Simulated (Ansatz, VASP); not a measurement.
# BeS: VASP beside Ansatz

INCAR

```
PREC = Accurate
ENCUT = 600
EDIFF = 1E-6
ISMEAR = 0
SIGMA = 0.02
LREAL = False
LASPH = True
NELM = 60
ALGO = Normal
ISIF = 3
LWAVE = False
LCHARG = False
GGA = PE
IBRION = 2
NSW = 100
EDIFFG = -0.01
```

Contents of KPOINTS:

```
Automatic mesh
0
Gamma
  6 6 6
```

File POSCAR:

```
BeS
1.0
    2.8445944856     -3.7977291003      0.0000000000
    2.8445944856      3.7977291003      0.0000000000
    0.0000000000      0.0000000000      5.2097738211
Be S
2 2
Direct
    0.5000000000      0.0000000000      0.0000000000
    0.0000000000      0.5000000000      0.0000000000
    0.7500000000      0.2500000000      0.7593429621
    0.2500000000      0.7500000000      0.2406570379
```

Input for Ansatz:

```yaml
crystal:
  lattice:
    - [2.8445944856, -3.7977291003, 0.0]
    - [2.8445944856, 3.7977291003, 0.0]
    - [0.0, 0.0, 5.2097738211]
  atoms:
    - { symbol: Be, position: [0.5, 0.0, 0.0] }
    - { symbol: Be, position: [0.0, 0.5, 0.0] }
    - { symbol: S, position: [0.75, 0.25, 0.7593429621] }
    - { symbol: S, position: [0.25, 0.75, 0.2406570379] }
basis:
  ecutwfc: 420
kpoints:
  mp_grid: { grid: [6, 6, 6] }
hamiltonian:
  xc: pbe
scf:
  occupations: { method: gaussian, width: 0.02 }
output:
  forces: true
  stress: true
  eigenvalues: true
  write_density: true
  write_potential: true
  elf: true
  volumetric_format: npy
relax:
  adjacent_minimum: "off"
  f_tol: 0.01
  max_steps: 80
  cell: { stress_tol: 0.05 }
```

Change from the starting cell: ordered vacancies on the cation sites of cuprite (Cmme, No. 67).

Alike in both runs: task relaxation of cell and atoms; functional PBE; k mesh 6 × 6 × 6; occupations gaussian, width 0.02 eV; no spin polarisation.

|  | VASP | Ansatz |
| --- | --- | --- |
| version | VASP 6.6.1 | Ansatz 0.2.0 |
| potentials or method | VASP PAW PBE potentials, release 64 (Be, S), cutoff 600 eV | scalar-relativistic, plane waves, PAW |
| valence electrons in the cell | 16 | 16 |

Ansatz gave:

| Quantity | Value |
| --- | --- |
| gap on the k mesh at the Fermi level, each at its own relaxed structure (eV) | 3.02 |
| relaxed volume (Å³/atom) | 27.68 |
| relaxed length of the cell vector where the two differ most in proportion (Å) | 5.796 |

Question: Which values does VASP return?

Answer: gap on the k mesh at the Fermi level, each at its own relaxed structure (eV): 3.04; relaxed volume (Å³/atom): 27.92; relaxed length of the cell vector where the two differ most in proportion (Å): 5.882.
